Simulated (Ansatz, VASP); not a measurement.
# One calculation of Al, two programs

File INCAR:

```
SYSTEM = Al
  PREC = Accurate
  ENCUT = 520
  EDIFF = 1E-6
  ISMEAR = 1
  SIGMA = 0.05
  LREAL = .FALSE.
  LASPH = .TRUE.
  NELM = 60
  ALGO = Normal
  ISIF = 2
  LWAVE = .FALSE.
  LCHARG = .TRUE.
  GGA = CA
  LELF = .TRUE.
  LVHAR = .TRUE.
  NBANDS = 14
```

KPOINTS

```
Automatic mesh
0
G
  11 11 3
  0 0 0
```

Contents of POSCAR:

```
Al
1.0
    2.8270770000      0.0000000000      0.0000000000
   -1.4135390000      2.4483210000      0.0000000000
    0.0000000000      0.0000000000      9.1859930000
Al
4
Direct
    0.0000000000      0.0000000000      0.0000000000
    0.3333333333      0.6666666667      0.2500000000
    0.0000000000      0.0000000000      0.5000000000
    0.6666666667      0.3333333333      0.7500000000
```

Input for Ansatz:

```yaml
crystal:
  lattice:
    - [2.827077, 0.0, 0.0]
    - [-1.413539, 2.448321, 0.0]
    - [0.0, 0.0, 9.185993]
  atoms:
    - { symbol: Al, position: [0.0, 0.0, 0.0] }
    - { symbol: Al, position: [0.3333333333333333, 0.6666666666666666, 0.25] }
    - { symbol: Al, position: [0.0, 0.0, 0.5] }
    - { symbol: Al, position: [0.6666666666666666, 0.3333333333333333, 0.75] }
basis:
  ecutwfc: 421.77648681281397
kpoints:
  mp_grid:
    grid: [11, 11, 3]
hamiltonian:
  xc: lda
scf:
  convergence:
    dr2_threshold: 1.0e-10
  occupations:
    method: cold
    width: 0.05
output:
  stress: true
```

Alike in both runs: task single point; functional LDA; k mesh 11 × 11 × 3; no spin polarisation.

|  | VASP | Ansatz |
| --- | --- | --- |
| version | VASP 6.6.1 | Ansatz 0.2.0 |
| potentials or method | VASP PAW LDA potentials, release 64 (Al), cutoff 520 eV | plane waves, PAW |
| occupations | methfessel-paxton of order 1, width 0.05 eV | cold, width 0.05 eV |
| valence electrons in the cell | 12 | 12 |

Ansatz gave:

* pressure (GPa): 0.1
* traceless stress, the component that is largest in VASP (GPa): 1.81

What did VASP give for the same quantities?

Pressure (GPa): 0.2; traceless stress, the component that is largest in VASP (GPa): 1.85.

LDA's correlation is that of Perdew and Zunger in VASP and of Perdew and Wang (1992) in Ansatz.
